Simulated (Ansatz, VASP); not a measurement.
Cu in VASP and in Ansatz

```
Cu
1.0
     0.00000    1.83461    1.80750
     1.83461    0.00000    1.80750
     1.83461    1.83461    0.00000
Cu
1
Direct
  0.00000 0.00000 0.00000
```

Change from the starting cell: strain +0.0150 x Voigt [1, 1, 0, 0, 0, 0], atoms carried along.

Alike in both runs: task single point; functional PBE; k mesh 22 × 22 × 22; occupations gaussian, width 0.15 eV; no spin polarisation.

```csv
,VASP,Ansatz
version,VASP 6.6.1,Ansatz 0.2.0
potentials or method,"VASP PAW PBE potentials, release 64 (Cu), cutoff 520 eV","scalar-relativistic, plane waves, PAW"
valence electrons in the cell,11,19
```

```csv
,VASP,Ansatz,Ansatz less VASP
gap on the k mesh at the Fermi level (eV),none,none,-
pressure (GPa),-1.8,-2.4,-0.57
"traceless stress, the component that is largest in VASP (GPa)",0.51,0.51,+0.004
```

A gap of «none» marks a metal or a gap that the smearing closes. With one functional, cell and mesh, what is left measures potentials, basis and numerics. VASP's potentials hold 11 valence electrons a cell and Ansatz's 19, so a difference there can come from the potentials and not from the codes.
